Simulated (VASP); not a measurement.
Input of a VASP 6.6.1 run:

File INCAR:

```
SYSTEM = LaS
  PREC = Accurate
  ENCUT = 400
  EDIFF = 1E-6
  ISMEAR = -1
  SIGMA = 0.0816
  LREAL = .False.
  LASPH = .True.
  NELM = 200
  ALGO = Normal
  ISIF = 2
  LWAVE = .False.
  LCHARG = .True.
  GGA = PS
  LELF = .True.
  LVHAR = .True.
  NBANDS = 16
  GGA_COMPAT = .False.
  LMAXMIX = 6
```

File KPOINTS:

```
Automatic mesh
0
Gamma
  7 7 7
  0 0 0
```

The input POSCAR:

```
LaS
1.0
    0.0000000000      3.0125000000      3.0125000000
    3.0125000000      0.0000000000      3.0125000000
    3.0125000000      3.0125000000      0.0000000000
La S
1 1
Direct
    0.0000000000      0.0000000000      0.0000000000
    0.5000000000      0.5000000000      0.5000000000
```

Potentials or basis: VASP PAW PBE potentials, release 64 (La, S).

The run is started by

```sh
$ cat potpaw_PBE.64/La/POTCAR potpaw_PBE.64/S/POTCAR > POTCAR
$ mpirun -np 1 vasp_std > vasp.out
```

Task: Estimate the pressure.

Result: -7.7 GPa.

Caveat: the PAW data sets were made with another functional, which shifts forces and pressure a little.
